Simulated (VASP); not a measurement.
# MgH (Fm-3m) in VASP: density of states with PBE

Aim: the density of states of MgH with PBE.

Everything below comes from runs of VASP 6.6.1. Logs are shortened: lines on timing, memory, paths and dates and some standing lists are left out, and cuts for length are marked.

### Step 1. The cell of the first run

It takes space group Fm-3m (No. 225, cubic). Conventional cell: a = 4.183 Å, b = 4.183 Å, c = 4.183 Å, α = 90.00°, β = 90.00°, γ = 90.00°. Within 2.8 Å of Mg (site symmetry m-3m) lie 6 H at 2.09 Å. Within 2.8 Å of H (site symmetry m-3m) lie 6 Mg at 2.09 Å.

### Step 2. Density of states, PBE

Input file POSCAR:

```
MgH
1.0
    0.0000000000      2.0914680000      2.0914680000
    2.0914680000      0.0000000000      2.0914680000
    2.0914680000      2.0914680000      0.0000000000
Mg H
1 1
Direct
    0.0000000000      0.0000000000      0.0000000000
    0.5000000000      0.5000000000      0.5000000000
```

Input file INCAR.step1:

```
SYSTEM = MgH
PREC = Accurate
ENCUT = 520
EDIFF = 1E-6
ISMEAR = 1
SIGMA = 0.1112
LREAL = .FALSE.
LASPH = .TRUE.
NELM = 120
ALGO = Normal
ISIF = 2
LWAVE = .FALSE.
LCHARG = .TRUE.
GGA = PE
NBANDS = 8
GGA_COMPAT = .FALSE.
NEDOS = 2001
LORBIT = 11
```

Input file KPOINTS.step1:

```
Automatic mesh
0
G
  10 10 10
  0 0 0
```

Input file INCAR.step2:

```
SYSTEM = MgH
PREC = Accurate
ENCUT = 520
EDIFF = 1E-6
ISMEAR = -5
SIGMA = 0.1112
LREAL = .FALSE.
LASPH = .TRUE.
NELM = 120
ALGO = Normal
ISIF = 2
LWAVE = .FALSE.
LCHARG = .FALSE.
GGA = PE
LORBIT = 11
NBANDS = 8
NEDOS = 2001
ICHARG = 11
GGA_COMPAT = .FALSE.
```

Input file KPOINTS.step2:

```
Automatic mesh
0
G
  15 15 15
  0 0 0
```

Potentials or basis: VASP PAW PBE potentials, release 64 (Mg, H).

Started as:

```
$ cat potpaw_PBE.64/Mg/POTCAR potpaw_PBE.64/H/POTCAR > POTCAR
$ cp INCAR.step1 INCAR
$ cp KPOINTS.step1 KPOINTS
$ mpirun -np 1 vasp_std > vasp.out
$ cp INCAR.step2 INCAR
$ cp KPOINTS.step2 KPOINTS
$ mpirun -np 1 vasp_std > vasp.out
```

OUTCAR:

```text
SYSTEM = MgH
   PREC = Accurate
   ENCUT = 520
   EDIFF = 1E-6
   ISMEAR = -5
   LREAL = .FALSE.
   LASPH = .TRUE.
   NELM = 120
   ISIF = 2
   GGA = PE
   LORBIT = 11
   ICHARG = 11

 ion  position               nearest neighbor table
   1  0.000  0.000  0.000-   2 2.09   2 2.09   2 2.09   2 2.09   2 2.09   2 2.09
   2  0.500  0.500  0.500-   1 2.09   1 2.09   1 2.09   1 2.09   1 2.09   1 2.09

  LATTYP: Found a face centered cubic cell.
 ALAT       =     4.1829360000

  Lattice vectors:

 A1 = (   0.0000000000,   2.0914680000,   2.0914680000)
 A2 = (   2.0914680000,   0.0000000000,   2.0914680000)
 A3 = (   2.0914680000,   2.0914680000,   0.0000000000)

Analysis of symmetry for initial positions (statically):
=====================================================================
 Subroutine PRICEL returns:
 Original cell was already a primitive cell.

 Routine SETGRP: Setting up the symmetry group for a
 face centered cubic supercell.

 Subroutine GETGRP returns: Found 48 space group operations
 (whereof 48 operations were pure point group operations)
 out of a pool of 48 trial point group operations.

The static configuration has the point symmetry O_h .

Analysis of symmetry for dynamics (positions and initial velocities):
=====================================================================
 Subroutine PRICEL returns:
 Original cell was already a primitive cell.

 Routine SETGRP: Setting up the symmetry group for a
 face centered cubic supercell.

 Subroutine GETGRP returns: Found 48 space group operations
 (whereof 48 operations were pure point group operations)
 out of a pool of 48 trial point group operations.

The dynamic configuration has the point symmetry O_h .

 Subroutine INISYM returns: Found 48 space group operations
 (whereof 48 operations are pure point group operations),
 and found     1 'primitive' translations

----------------------------------------------------------------------------------------

                                     Primitive cell

  volume of cell :      18.2972

  direct lattice vectors                    reciprocal lattice vectors
     0.000000000  2.091468000  2.091468000    -0.239066531  0.239066531  0.239066531
     2.091468000  0.000000000  2.091468000     0.239066531 -0.239066531  0.239066531
     2.091468000  2.091468000  0.000000000     0.239066531  0.239066531 -0.239066531

  length of vectors
     2.957782411  2.957782411  2.957782411     0.414075379  0.414075379  0.414075379
[... 94 lines left out ...]
   NELECT =       3.0000    total number of electrons
   NUPDOWN=      -1.0000    fix difference up-down
   EMIN   =  10.00;   EMAX   =-10.00  energy-range for DOS
   EFERMI =   0.00;   METHOD = LEGACY
   ISMEAR =    -5;   SIGMA  =   0.11  broadening in eV -4-tet -1-fermi 0-gaus
   EFERMI_NEDOS =   21; number of points for ismear=-14 and -15
   IALGO  =     38    algorithm
   IMIX   =      4    mixing-type and parameters
     AMIX     =   0.40;   BMIX     =  1.00
     AMIX_MAG =   1.60;   BMIX_MAG =  1.00
  volume/ion in A,a.u.               =       9.15        61.74
  Fermi-wavevector in a.u.,A,eV,Ry     =   0.896026  1.693244 10.923613  0.802863
  Thomas-Fermi vector in A             =   2.018433
   LORBIT       =     11    0 simple, 1 ext, 2 COOP (PROOUT), +10 PAW based schemes
   GGA     = PE    functional components
   LHFCALC =     F    Hartree Fock is set to
   AEXX    =    0.0000 exact exchange contribution
   IVDW    =     0    specifies the selected vdW correction
   LEPSILON=     F    determine dielectric tensor
   LRPA    =     F    only Hartree local field effects (RPA)
 non-spin polarized calculation
 Fermi weights with tetrahedron method with Bloechl corrections
  energy-cutoff  :      520.00
  volume of cell :       18.30
 maximum number of plane-waves:       531
 NGX is ok and might be reduce to    24

 number of electron       3.0000000 magnetization

 Free energy of the ion-electron system (eV)
  ---------------------------------------------------
  ext. energy  EPLUGINS =         0.00000000
  ---------------------------------------------------
  free energy    TOTEN  =        -4.18954542 eV

  energy without entropy =       -4.18954542  energy(sigma->0) =       -4.18954542

 E-fermi :   5.0464     XC(G=0):  -9.9678

 val. band max:        5.0035935279   @ k =  -0.3333   0.4000   0.2000
 cond. band min:       5.0776517491   @ k =   0.4667   0.3333   0.0000
 fundamental gap:      0.0740582212
 Fermi energy:         5.0463679121

 k-point     1 :       0.0000    0.0000    0.0000
  band No.  band energies     occupation
      1      -6.0873      2.00000
      2      14.0567      0.00000
      3      18.0413      0.00000
      4      18.0413      0.00000
      5      18.0413      0.00000
      6      19.8533      0.00000
      7      19.8533      0.00000
      8      19.8533      0.00000
[... 243 lines left out ...]
 k-point    24 :       0.2000    0.1333    0.0000
  band No.  band energies     occupation
      1      -5.1448      2.00000
      2      10.9181      0.00000
      3      13.5163      0.00000
      4      14.8786      0.00000
      5      16.2736      0.00000
      6      19.6091      0.00000
      7      21.9303      0.00000
      8      24.4360      0.00000

 [... further k-points ...]

------------------------ aborting loop because EDIFF is reached ----------------------------------------

  FORCE on cell =-STRESS in cart. coord.  units (eV):
  Direction    XX          YY          ZZ          XY          YZ          ZX
  --------------------------------------------------------------------------------------
  -------------------------------------------------------------------------------------
  Total        2.2326177      2.2326177      2.2326177     -0.0000000      0.0000000      0.0000000
  in kB      195.4975320    195.4975320    195.4975320     -0.0000000      0.0000000      0.0000000
  external PRESSURE =     195.4975320 kB  Pullay stress =       0.0000000 kB

 VOLUME and BASIS-vectors are now :
 -----------------------------------------------------------------------------
  energy-cutoff  :      520.00
  volume of cell :       18.30
      direct lattice vectors                 reciprocal lattice vectors
     0.000000000  2.091468000  2.091468000    -0.239066531  0.239066531  0.239066531
     2.091468000  0.000000000  2.091468000     0.239066531 -0.239066531  0.239066531
     2.091468000  2.091468000  0.000000000     0.239066531  0.239066531 -0.239066531

 POSITION                                       TOTAL-FORCE (eV/Angst)
 -----------------------------------------------------------------------------------
      0.00000      0.00000      0.00000        -0.000000     -0.000000      0.000000
      2.09147      2.09147      2.09147         0.000000      0.000000     -0.000000
 -----------------------------------------------------------------------------------
    total drift:                               -0.000000     -0.000000      0.000000

  FREE ENERGIE OF THE ION-ELECTRON SYSTEM (eV)
  ---------------------------------------------------
  free  energy   TOTEN  =        -4.1895454213 eV

  energy  without entropy=       -4.1895454213  energy(sigma->0) =       -4.18954542

 total charge

# of ion       s       p       d       tot
------------------------------------------
    1        0.214   0.179   0.046   0.439
    2        0.512   0.018   0.000   0.530
--------------------------------------------------
tot          0.726   0.197   0.046   0.969
```

OUTCAR.step1:

```text
SYSTEM = MgH
   PREC = Accurate
   ENCUT = 520
   EDIFF = 1E-6
   ISMEAR = 1
   LREAL = .FALSE.
   LASPH = .TRUE.
   NELM = 120
   ISIF = 2
   GGA = PE
   LORBIT = 11
[... 486 lines left out ...]
    total drift:                               -0.000000     -0.000000      0.000000

  FREE ENERGIE OF THE ION-ELECTRON SYSTEM (eV)
  ---------------------------------------------------
  free  energy   TOTEN  =        -4.1896632741 eV

  energy  without entropy=       -4.1891222522  energy(sigma->0) =       -4.18948293

 total charge

# of ion       s       p       d       tot
------------------------------------------
    1        0.216   0.177   0.047   0.440
    2        0.512   0.018   0.000   0.530
--------------------------------------------------
tot          0.728   0.195   0.047   0.969
```

OSZICAR.step1:

```text
N       E                     dE             d eps       ncg     rms          rms(c)
DAV:   1    -0.224081876251E+01   -0.22408E+01   -0.11707E+03   856   0.231E+02
DAV:   2    -0.439278777753E+01   -0.21520E+01   -0.20843E+01   992   0.242E+01
DAV:   3    -0.441137892868E+01   -0.18591E-01   -0.18588E-01   928   0.245E+00
DAV:   4    -0.441140194669E+01   -0.23018E-04   -0.23018E-04  1168   0.692E-02
DAV:   5    -0.441140197059E+01   -0.23903E-07   -0.23614E-07   912   0.136E-03    0.232E+00
DAV:   6    -0.424529551221E+01    0.16611E+00   -0.15723E-01   832   0.131E+00    0.112E+00
DAV:   7    -0.419006910252E+01    0.55226E-01   -0.15838E-01   896   0.139E+00    0.216E-01
DAV:   8    -0.418973573204E+01    0.33337E-03   -0.16424E-03   872   0.248E-01    0.442E-02
DAV:   9    -0.418966464346E+01    0.71089E-04   -0.19222E-04  1120   0.456E-02    0.560E-03
DAV:  10    -0.418966333533E+01    0.13081E-05   -0.28944E-06   952   0.117E-02    0.157E-03
DAV:  11    -0.418966327412E+01    0.61216E-07   -0.50775E-08   536   0.138E-03
   1 F= -.41896633E+01 E0= -.41894829E+01  d E =-.541022E-03
```

Run time: 21 s. Hardware: 1 thread of Intel Xeon 8259CL, shared host; peak memory 0.14 GiB.

What came out:

| Item | Value |
| --- | --- |
| Valence electrons inside the program's atomic spheres | Mg 0.44; H 0.53 |

Levels at points of the mesh, in eV from the Fermi level:
```csv
k point,band 1,band 2,band 3,band 4
"(0.00, 0.00, 0.00)",-11.13,9.01,12.99,12.99
```

Caveat: tetrahedron occupations give inexact forces and stress in metals.
